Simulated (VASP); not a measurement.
A run of VASP 6.6.1:

INCAR

```
  PREC = Accurate
  ENCUT = 520
  EDIFF = 1E-6
  ISMEAR = 0
  SIGMA = 0.15
  LREAL = F
  LASPH = T
  NELM = 100
  ALGO = Normal
  ISIF = 2
  LWAVE = F
  LCHARG = T
  GGA = PS
  LELF = T
  LVHAR = T
  NBANDS = 18
```

The input KPOINTS:

```
regular mesh
0
Gamma
  14 14 14
```

The input POSCAR:

```
BiTe
1.0
    0.0000000000      3.2350000000      3.2350000000
    3.2350000000      0.0000000000      3.2350000000
    3.2350000000      3.2350000000      0.0000000000
Bi Te
1 1
Direct
   -0.0270479134     -0.0270479134      0.0270479134
    0.5000000000      0.5000000000      0.5000000000
```

Potentials or basis: VASP PAW PBE potentials, release 64 (Bi_d, Te).

Launch:

```console
$ cat potpaw_PBE.64/Bi_d/POTCAR potpaw_PBE.64/Te/POTCAR > POTCAR
$ mpirun -np 1 vasp_std > vasp.out
```

Hardware: 1 thread of Intel(R) Xeon(R) Platinum 8488C (Sapphire Rapids), with other jobs on the host.

Problem. Estimate the wall time of this run.

Solution. Run time: 3.1 min on 1 thread of Intel(R) Xeon(R) Platinum 8488C (Sapphire Rapids), on a shared host, peak memory 0.42 GiB. Counts: scf iterations 12, k points 244.
